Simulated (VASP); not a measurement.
A run of VASP 6.6.1:

The input INCAR:

```
  PREC = Accurate
  ENCUT = 520
  EDIFF = 1E-6
  ISMEAR = -1
  SIGMA = 0.05
  LREAL = False
  LASPH = True
  NELM = 80
  ALGO = Normal
  ISIF = 2
  LWAVE = False
  LCHARG = True
  GGA = PE
  LELF = True
  LVHAR = True
  NBANDS = 8
```

Contents of KPOINTS:

```
regular mesh
0
Gamma
  14 14 14
```

File POSCAR:

```
Li
1.0
    2.2763492899      0.0000000000      0.0000000000
    0.0000000000      2.2763492899      0.0000000000
    0.0000000000      0.0000000000      2.2763492899
Li
1
Direct
    0.0000000000      0.0000000000      0.0000000000
```

Potentials or basis: VASP PAW PBE potentials, release 64 (Li_sv).

The run is started by

```sh
$ cat potpaw_PBE.64/Li_sv/POTCAR > POTCAR
$ mpirun -np 1 vasp_std > vasp.out
```

Hardware: 1 thread of AMD EPYC 7R43 64-Core Processor (Zen 3), with other jobs on the host.

Question: Estimate the wall time of this run.

Answer: It took 11 s on 1 thread of AMD EPYC 7R43 64-Core Processor (Zen 3) (shared host), peak memory 0.08 GiB. Counts: scf iterations 9, k points 120.
